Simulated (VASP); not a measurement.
Write the native input for VASP 6.6.1 that does the following.

| Property | Result |
| --- | --- |
| Task | relaxation of cell and atoms |
| Functional | PBEsol |
| Potentials or basis | VASP PAW PBE potentials, release 64 (Ba_sv, Zr_sv, O) |
| Cutoff | 600 eV |
| k mesh | 8 × 8 × 8 |
| Occupations | fermi-dirac, width 0.05 eV |
| Spin | no spin polarisation |
| Dipole correction | no |
| Further INCAR settings | ALGO = Normal; EDIFF = 1e-07; IBRION = 2; EDIFFG = -0.002; NSW = 100; ISIF = 3 |

The structure of BaZrO3 lies in POSCAR:

```
BaZrO3
1.0
    4.1913400000      0.0000000000      0.0000000000
    0.0000000000      4.1913400000      0.0000000000
    0.0000000000      0.0000000000      4.1913400000
Ba Zr O
1 1 3
Direct
    0.0000000000      0.0000000000      0.0000000000
    0.5000000000      0.5000000000      0.5000000000
    0.0000000000      0.5000000000      0.5000000000
    0.5000000000      0.0000000000      0.5000000000
    0.5000000000      0.5000000000      0.0000000000
```

One way to write it, as run:

INCAR

```
SYSTEM = BaZrO3
PREC = Accurate ; ENCUT = 600
EDIFF = 1E-7 ; ISMEAR = -1
SIGMA = 0.05 ; LREAL = .FALSE.
LASPH = .TRUE. ; NELM = 60
ALGO = Normal ; ISIF = 3
LWAVE = .FALSE. ; LCHARG = .FALSE.
GGA = PS ; IBRION = 2
NSW = 100 ; EDIFFG = -0.002
```

KPOINTS

```
regular mesh
0
G
  8 8 8
  0 0 0
```

Potentials or basis: VASP PAW PBE potentials, release 64 (Ba_sv, Zr_sv, O).

Launch:

```bash
$ cat potpaw_PBE.64/Ba_sv/POTCAR potpaw_PBE.64/Zr_sv/POTCAR potpaw_PBE.64/O/POTCAR > POTCAR
$ mpirun -np 1 vasp_std > vasp.out
```

Results of the run:

```yaml
Relaxed_volume: 14.71 Å³/atom
Relaxed_cell: a = 4.189 Å, b = 4.189 Å, c = 4.189 Å, α = 90.00°, β = 90.00°, γ = 90.00°
Space_group_after_relaxing_to_0.1_Å: Pm-3m (No. 221)
Energy_gained_by_relaxing: 0.0 meV/atom
Ionic_steps: 3
Pressure_after_relaxing: 0.0 GPa
Band_gap_on_the_k_mesh: 3.11 eV (least direct gap 3.33 eV)
```

Caveat: the PAW data sets were made with another functional, which shifts forces and pressure a little; spin-orbit coupling is left out, which moves the levels of the heavy elements.

Run time: 3.9 min on 1 thread of Intel Xeon 8259CL, with other jobs on the host, peak memory 0.27 GiB.
